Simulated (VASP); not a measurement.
# SnO (Cmme) in VASP: a series of runs

The runs below take SnO through single point, with PBEsol.

Everything below comes from runs of VASP 6.6.1. Logs are shortened: lines on timing, memory, paths and dates and some standing lists are left out, and cuts for length are marked.

### Step 1. The cell of the first run

It takes space group Cmme (No. 67, orthorhombic). Conventional cell: a = 5.337 Å, b = 5.417 Å, c = 4.836 Å, α = 90.00°, β = 90.00°, γ = 90.00°. Sn (site symmetry mm2) has 4 O at 2.22 Å within 2.9 Å. O (site symmetry 222) has 4 Sn at 2.22 Å and 4 O at 2.67 to 2.71 Å within 2.9 Å.

### Step 2. Single point, PBEsol (strain +0.0150 x Voigt [0, 0, 0, 0, 0, 1])

File INCAR:

```
PREC = Accurate ; ENCUT = 520
EDIFF = 1E-6 ; ISMEAR = 0
SIGMA = 0.15 ; LREAL = F
LASPH = T ; NELM = 100
ALGO = Normal ; ISIF = 2
LWAVE = F ; LCHARG = F
GGA = PS ; NBANDS = 28
```

File KPOINTS:

```
regular mesh
0
Gamma
  12 12 10
```

File POSCAR:

```
SnO
1.0
    3.8020000000      0.0285150000      0.0000000000
    0.0285150000      3.8020000000      0.0000000000
    0.0000000000      0.0000000000      4.8360000000
Sn O
2 2
Direct
    0.0000000000      0.5000000000      0.2385000000
    0.5000000000      0.0000000000      0.7615000000
    0.0000000000      0.0000000000      0.0000000000
    0.5000000000      0.5000000000      0.0000000000
```

Potentials or basis: VASP PAW PBE potentials, release 64 (Sn_d, O).

Launch:

```console
$ cat potpaw_PBE.64/Sn_d/POTCAR potpaw_PBE.64/O/POTCAR > POTCAR
$ mpirun -np 1 vasp_std > vasp.out
```

OUTCAR:

```text
PREC = Accurate
   ENCUT = 520
   EDIFF = 1E-6
   ISMEAR = 0
   LREAL = F
   LASPH = T
   NELM = 100
   ISIF = 2
   GGA = PS

 ion  position               nearest neighbor table
   1  0.000  0.500  0.239-   3 2.22   4 2.22   3 2.22   4 2.22   2 3.53   2 3.53   2 3.56   2 3.56
                             2 3.68   2 3.68   2 3.71   2 3.71
   2  0.500  0.000  0.761-   3 2.22   4 2.22   4 2.22   3 2.22   1 3.53   1 3.53   1 3.56   1 3.56
                             1 3.68   1 3.68   1 3.71   1 3.71
   3  0.000  0.000  0.000-   1 2.22   2 2.22   1 2.22   2 2.22
   4  0.500  0.500  0.000-   1 2.22   2 2.22   2 2.22   1 2.22

  LATTYP: Found a base centered orthorhombic cell.
 ALAT       =     5.3365136644
 B/A-ratio  =     1.0151133501
 C/A-ratio  =     0.9062096163

  Lattice vectors:

 A1 = (  -0.0285150000,  -3.8020000000,   0.0000000000)
 A2 = (   3.8020000000,   0.0285150000,   0.0000000000)
 A3 = (   0.0000000000,   0.0000000000,   4.8360000000)

Analysis of symmetry for initial positions (statically):
=====================================================================
 Subroutine PRICEL returns:
 Original cell was already a primitive cell.

 Routine SETGRP: Setting up the symmetry group for a
 base centered orthorhombic supercell.

 Subroutine GETGRP returns: Found  8 space group operations
 (whereof  4 operations were pure point group operations)
 out of a pool of  8 trial point group operations.

The static configuration has the point symmetry D_2 .
 The point group associated with its full space group is D_2h.

Analysis of symmetry for dynamics (positions and initial velocities):
=====================================================================
 Subroutine PRICEL returns:
 Original cell was already a primitive cell.

 Routine SETGRP: Setting up the symmetry group for a
 base centered orthorhombic supercell.

 Subroutine GETGRP returns: Found  8 space group operations
 (whereof  4 operations were pure point group operations)
 out of a pool of  8 trial point group operations.

The dynamic configuration has the point symmetry D_2 .
 The point group associated with its full space group is D_2h.

 Subroutine INISYM returns: Found  8 space group operations
 (whereof  4 operations are pure point group operations),
 and found     1 'primitive' translations

----------------------------------------------------------------------------------------

                                     Primitive cell

  volume of cell :      69.9014

  direct lattice vectors                    reciprocal lattice vectors
     3.802000000  0.028515000  0.000000000     0.263034259 -0.001972757  0.000000000
     0.028515000  3.802000000  0.000000000    -0.001972757  0.263034259  0.000000000
     0.000000000  0.000000000  4.836000000     0.000000000  0.000000000  0.206782465

  length of vectors
     3.802106930  3.802106930  4.836000000     0.263041657  0.263041657  0.206782465

  position of ions in fractional coordinates (direct lattice)
     1.000000000  0.500000000  0.238500000
     0.500000000  1.000000000  0.761500000
     0.000000000  0.000000000  0.000000000
     0.500000000  0.500000000  0.000000000

  ion indices of the primitive-cell ions
   primitive index   ion index
                 1           1
                 2           2
                 3           3
                 4           4

----------------------------------------------------------------------------------------

 KPOINTS: regular mesh

Automatic generation of k-mesh.
 Grid dimensions read from file:
 generate k-points for:   12   12   10

 Generating k-lattice:

  Cartesian coordinates                     Fractional coordinates (reciprocal lattice)
     0.021919522 -0.000164396  0.000000000     0.083333333 -0.000000000  0.000000000
    -0.000164396  0.021919522  0.000000000    -0.000000000  0.083333333  0.000000000
     0.000000000  0.000000000  0.020678246     0.000000000  0.000000000  0.100000000

  Length of vectors
     0.021920138  0.021920138  0.020678246

  Shift w.r.t. Gamma in fractional coordinates (k-lattice)
     0.000000000  0.000000000  0.000000000

 Subroutine IBZKPT returns following result:
 ===========================================

 Found    258 irreducible k-points:

 Following reciprocal coordinates:
            Coordinates               Weight
  0.000000  0.000000  0.000000      1.000000
  0.083333  0.000000  0.000000      4.000000
  0.166667  0.000000  0.000000      4.000000
  0.250000  0.000000  0.000000      4.000000
  0.333333  0.000000  0.000000      4.000000
  0.416667 -0.000000  0.000000      4.000000
[... 16 lines left out ...]
  0.500000  0.166667  0.000000      4.000000
 -0.416667  0.166667  0.000000      4.000000
 [... further k-points ...]
   k-points           NKPTS =    258   k-points in BZ     NKDIM =    258   number of bands    NBANDS=     28
   number of dos      NEDOS =    301   number of ions     NIONS =      4
   total plane-waves  NPLWV =  28224
   dimension x,y,z NGX =    28 NGY =   28 NGZ =   36
   dimension x,y,z NGXF=    56 NGYF=   56 NGZF=   72
   ions per type =               2   2
   NGX,Y,Z   is equivalent  to a cutoff of  12.24, 12.24, 12.38 a.u.
   NGXF,Y,Z  is equivalent  to a cutoff of  24.49, 24.49, 24.75 a.u.
 SYSTEM =  unknown system
   PREC   = accura    normal or accurate (medium, high low for compatibility)
   ISTART =      0    job   : 0-new  1-cont  2-samecut
   ICHARG =      2    charge: 1-file 2-atom 10-const
   ISPIN  =      1    spin polarized calculation?
   LNONCOLLINEAR =      F non collinear calculations
   LSORBIT =      F    spin-orbit coupling
   LASPH  =      T    aspherical Exc in radial PAW
   ENCUT  =  520.0 eV  38.22 Ry    6.18 a.u.   7.07  7.07  8.99*2*pi/ulx,y,z
   NELM   =    100;   NELMIN=  2; NELMDL= -5     # of ELM steps
   EDIFF  = 0.1E-05   stopping-criterion for ELM
   LREAL  =      F    real-space projection
   EDIFFG = 0.1E-04   stopping-criterion for IOM
   NSW    =      0    number of steps for IOM
   IBRION =     -1    ionic relax: 0-MD 1-quasi-New 2-CG
   NFREE  =      0    steps in history (QN), initial steepest desc. (CG)
   ISIF   =      2    stress and relaxation
   ISYM   =      2    0-nonsym 1-usesym 2-fastsym
   POTIM  = 0.5000    time-step for ionic-motion
   TEBEG  =    0.0;   TEEND  =   0.0 temperature during run
   PSTRESS=    0.0 pullay stress
   NELECT =      40.0000    total number of electrons
   NUPDOWN=      -1.0000    fix difference up-down
   EMIN   =  10.00;   EMAX   =-10.00  energy-range for DOS
   EFERMI =   0.00;   METHOD = LEGACY
   ISMEAR =     0;   SIGMA  =   0.15  broadening in eV -4-tet -1-fermi 0-gaus
   EFERMI_NEDOS =   21; number of points for ismear=-14 and -15
   IALGO  =     38    algorithm
   IMIX   =      4    mixing-type and parameters
     AMIX     =   0.40;   BMIX     =  1.00
     AMIX_MAG =   1.60;   BMIX_MAG =  1.00
  volume/ion in A,a.u.               =      17.48       117.93
  Fermi-wavevector in a.u.,A,eV,Ry     =   1.359146  2.568414 25.133743  1.847278
  Thomas-Fermi vector in A             =   2.485919
   LORBIT       =      0    0 simple, 1 ext, 2 COOP (PROOUT), +10 PAW based schemes
   GGA     = PS    functional components
   LHFCALC =     F    Hartree Fock is set to
   AEXX    =    0.0000 exact exchange contribution
   IVDW    =     0    specifies the selected vdW correction
   LEPSILON=     F    determine dielectric tensor
   LRPA    =     F    only Hartree local field effects (RPA)
 non-spin polarized calculation
 Gauss-broadening in eV      SIGMA  =   0.15
  energy-cutoff  :      520.00
  volume of cell :       69.90
 maximum number of plane-waves:      1902
   NGX = 15   NGY = 15   NGZ = 17

 number of electron      39.9999993 magnetization

 Free energy of the ion-electron system (eV)
  ---------------------------------------------------
  ext. energy  EPLUGINS =         0.00000000
  ---------------------------------------------------
  free energy    TOTEN  =       -24.20790484 eV

  energy without entropy =      -24.20667964  energy(sigma->0) =      -24.20729224

 E-fermi :   7.1540     XC(G=0): -10.4981

 val. band max:        7.0730466827   @ k =   0.5000   0.5000   0.0000
 cond. band min:       7.1920260719   @ k =   0.5000   0.5000   0.1000
 fundamental gap:      0.1189793892
 Fermi energy:         7.1540113378

 k-point     1 :       0.0000    0.0000    0.0000
  band No.  band energies     occupation
      1     -14.8776      2.00000
      2     -14.4362      2.00000
      3     -14.4264      2.00000
      4     -14.4246      2.00000
      5     -14.3802      2.00000
      6     -14.3753      2.00000
[... 20 lines left out ...]
     27      13.7309      0.00000
     28      14.1108      0.00000

 k-point     2 :       0.0833    0.0000    0.0000
  band No.  band energies     occupation
      1     -14.8739      2.00000
      2     -14.4344      2.00000
      3     -14.4251      2.00000
      4     -14.4231      2.00000
      5     -14.3810      2.00000
      6     -14.3727      2.00000
[... 20 lines left out ...]
     27      13.8644      0.00000
     28      14.7194      0.00000

 k-point     3 :       0.1667    0.0000    0.0000
  band No.  band energies     occupation
      1     -14.8631      2.00000
      2     -14.4486      2.00000
      3     -14.4292      2.00000
      4     -14.4189      2.00000
      5     -14.3960      2.00000
      6     -14.3821      2.00000
[... 20 lines left out ...]
     27      14.0099      0.00000
     28      16.0129      0.00000

 k-point     4 :       0.2500    0.0000    0.0000
  band No.  band energies     occupation
      1     -14.8460      2.00000
      2     -14.5311      2.00000
      3     -14.4210      2.00000
      4     -14.4123      2.00000
      5     -14.3931      2.00000
      6     -14.3848      2.00000
[... 20 lines left out ...]
     27      14.2228      0.00000
     28      17.3554      0.00000

 k-point     5 :       0.3333    0.0000    0.0000
  band No.  band energies     occupation
      1     -14.8224      2.00000
      2     -14.6161      2.00000
      3     -14.4110      2.00000
      4     -14.4043      2.00000
      5     -14.3874      2.00000
      6     -14.3870      2.00000
[... 20 lines left out ...]
     27      14.5081      0.00000
     28      17.1889      0.00000

 k-point     6 :       0.4167   -0.0000    0.0000
  band No.  band energies     occupation
      1     -14.7904      2.00000
      2     -14.6890      2.00000
      3     -14.4011      2.00000
      4     -14.3966      2.00000
      5     -14.3899      2.00000
      6     -14.3862      2.00000
[... 463 lines left out ...]
      5     -14.3868      2.00000
      6     -14.3838      2.00000
[... 20 lines left out ...]
     27      15.1119      0.00000
     28      15.5083      0.00000

 k-point    22 :       0.4167    0.1667    0.0000
  band No.  band energies     occupation
      1     -14.7977      2.00000
      2     -14.7206      2.00000
      3     -14.4116      2.00000
      4     -14.3931      2.00000
      5     -14.3863      2.00000
      6     -14.3843      2.00000
[... 20 lines left out ...]
     27      15.0429      0.00000
     28      15.3169      0.00000

 k-point    23 :       0.5000    0.1667    0.0000
  band No.  band energies     occupation
      1     -14.7680      2.00000
      2     -14.7629      2.00000
      3     -14.4019      2.00000
      4     -14.3974      2.00000
      5     -14.3865      2.00000
      6     -14.3847      2.00000
[... 20 lines left out ...]
     27      15.0932      0.00000
     28      15.2401      0.00000

 k-point    24 :      -0.4167    0.1667    0.0000
  band No.  band energies     occupation
      1     -14.8023      2.00000
      2     -14.7150      2.00000
      3     -14.4058      2.00000
      4     -14.3966      2.00000
      5     -14.3858      2.00000
      6     -14.3848      2.00000
[... 20 lines left out ...]
     27      14.9859      0.00000
     28      15.5001      0.00000

 [... further k-points ...]
[... 5 lines left out ...]
  --------------------------------------------------------------------------------------
  -------------------------------------------------------------------------------------
  Total        0.1452418      0.1452418     -0.0454291     -0.5443148      0.0000000      0.0000000
  in kB        3.3290173      3.3290173     -1.0412580    -12.4759797      0.0000000      0.0000000
  external PRESSURE =       1.8722589 kB  Pullay stress =       0.0000000 kB

 VOLUME and BASIS-vectors are now :
 -----------------------------------------------------------------------------
  energy-cutoff  :      520.00
  volume of cell :       69.90
      direct lattice vectors                 reciprocal lattice vectors
     3.802000000  0.028515000  0.000000000     0.263034259 -0.001972757  0.000000000
     0.028515000  3.802000000  0.000000000    -0.001972757  0.263034259  0.000000000
     0.000000000  0.000000000  4.836000000     0.000000000  0.000000000  0.206782465

 POSITION                                       TOTAL-FORCE (eV/Angst)
 -----------------------------------------------------------------------------------
      0.01426      1.90100      1.15339        -0.000000      0.000000      0.146740
      1.90100      0.01426      3.68261        -0.000000      0.000000     -0.146740
      0.00000      0.00000      0.00000         0.000000      0.000000      0.000000
      1.91526      1.91526      0.00000         0.000000      0.000000      0.000000
 -----------------------------------------------------------------------------------
    total drift:                                0.000000      0.000000      0.000000

  FREE ENERGIE OF THE ION-ELECTRON SYSTEM (eV)
  ---------------------------------------------------
  free  energy   TOTEN  =       -24.2079048423 eV

  energy  without entropy=      -24.2066796434  energy(sigma->0) =      -24.20729224
```

It took 3.5 min on 1 thread of AMD EPYC 9R45 (Zen 5), shared host; peak memory 0.45 GiB.

What came out:

```
Free energy            : -24.2079 eV
Pressure               : 0.2 GPa
Largest force          : 0.147 eV/Å
Band gap on the k mesh : zero (bands 20 and 21 overlap by 0.02 eV)
```

Forces in eV/Å, atoms in the order of the input:
```
Sn   0.000  0.000  0.147
Sn   0.000  0.000 -0.147
O    0.000  0.000  0.000
O    0.000  0.000  0.000
```

Stress tensor (GPa, compression positive):
```
 0.33 -1.25  0.00
-1.25  0.33  0.00
 0.00  0.00 -0.10
```

Levels at points of the mesh, in eV from the Fermi level:
| k point | band 18 | band 19 | band 20 | band 21 | band 22 | band 23 |
| --- | --- | --- | --- | --- | --- | --- |
| (0.00, 0.00, 0.00) | -3.40 | -3.19 | -0.11 | 1.94 | 4.18 | 4.50 |
| (0.50, 0.00, 0.00) | -5.00 | -2.85 | -2.85 | 3.04 | 3.04 | 5.76 |
| (0.50, 0.50, 0.00) | -2.56 | -2.04 | -1.96 | -0.12 | -0.08 | 4.19 |
| (0.00, 0.00, 0.50) | -3.24 | -3.21 | -2.35 | 1.48 | 2.74 | 2.84 |
| (0.50, 0.00, 0.50) | -4.96 | -1.86 | -1.86 | 2.43 | 2.43 | 5.28 |
| (0.50, 0.50, 0.50) | -2.72 | -2.69 | -2.56 | 2.18 | 2.21 | 3.85 |

Caveat: the cell differs from its parent crystal (strain +0.0150 x Voigt [0, 0, 0, 0, 0, 1]); semilocal functionals underestimate gaps, and a narrow one can read as zero; the PAW data sets were made with another functional, which shifts forces and pressure a little; spin-orbit coupling is left out, which moves the levels of the heavy elements.

### Step 3. Single point, PBEsol (strain +0.0050 x Voigt [0, 0, 0, 0, 0, 1])

File INCAR:

```
ALGO = Normal
EDIFF = 1E-6
ENCUT = 520
GGA = PS
ISIF = 2
ISMEAR = 0
LASPH = T
LCHARG = F
LREAL = F
LWAVE = F
NBANDS = 28
NELM = 100
PREC = Accurate
SIGMA = 0.15
```

File KPOINTS:

```
k-points
0
Gamma
  12 12 10
```

POSCAR, as its differences from that of step 2:

```diff
@@ -2,4 +2,4 @@
 1.0
-    3.8020000000      0.0285150000      0.0000000000
-    0.0285150000      3.8020000000      0.0000000000
+    3.8020000000      0.0095050000      0.0000000000
+    0.0095050000      3.8020000000      0.0000000000
     0.0000000000      0.0000000000      4.8360000000
```

Potentials or basis: VASP PAW PBE potentials, release 64 (Sn_d, O).

Launch:

```console
$ cat potpaw_PBE.64/Sn_d/POTCAR potpaw_PBE.64/O/POTCAR > POTCAR
$ mpirun -np 1 vasp_std > vasp.out
```

Run time: 3.7 min. Hardware: 1 thread of AMD EPYC 9R45 (Zen 5), shared host; peak memory 0.45 GiB.

Results (log left out):

```
Free energy            : -24.2115 eV
Pressure               : 0.2 GPa
Largest force          : 0.146 eV/Å
Band gap on the k mesh : zero (bands 20 and 21 overlap by 0.01 eV)
```

Forces in eV/Å, atoms in the order of the input:
```
Sn   0.000  0.000  0.146
Sn   0.000  0.000 -0.146
O    0.000  0.000  0.000
O    0.000  0.000  0.000
```

Stress tensor (GPa, compression positive):
```
 0.32 -0.42  0.00
-0.42  0.32  0.00
 0.00  0.00 -0.11
```

Levels at points of the mesh, in eV from the Fermi level:
```
           k point  band 16  band 17  band 18  band 19  band 20  band 21  band 22  band 23  band 24  band 25
(0.00, 0.00, 0.00)    -6.44    -3.61    -3.33    -3.26    -0.11     1.94     4.18     4.53     4.57     5.54
(0.50, 0.00, 0.00)    -5.17    -5.00    -5.00    -2.85    -2.85     3.04     3.04     5.78     5.78     5.84
(0.50, 0.50, 0.00)    -5.29    -2.65    -2.60    -2.01    -1.99    -0.10    -0.09     4.23     4.27     7.10
(0.00, 0.00, 0.50)    -3.68    -3.35    -3.28    -3.24    -2.35     1.48     2.78     2.81     3.53     7.71
(0.50, 0.00, 0.50)    -5.64    -4.96    -4.96    -1.86    -1.86     2.43     2.43     5.28     5.28     6.53
(0.50, 0.50, 0.50)    -5.76    -2.85    -2.79    -2.65    -2.60     2.19     2.20     3.87     3.89     5.43
```

Caveat: the cell differs from its parent crystal (strain +0.0050 x Voigt [0, 0, 0, 0, 0, 1]); semilocal functionals underestimate gaps, and a narrow one can read as zero; the PAW data sets were made with another functional, which shifts forces and pressure a little; spin-orbit coupling is left out, which moves the levels of the heavy elements.

The gap in the log of VASP goes by the Fermi energy; the results here count the filled bands.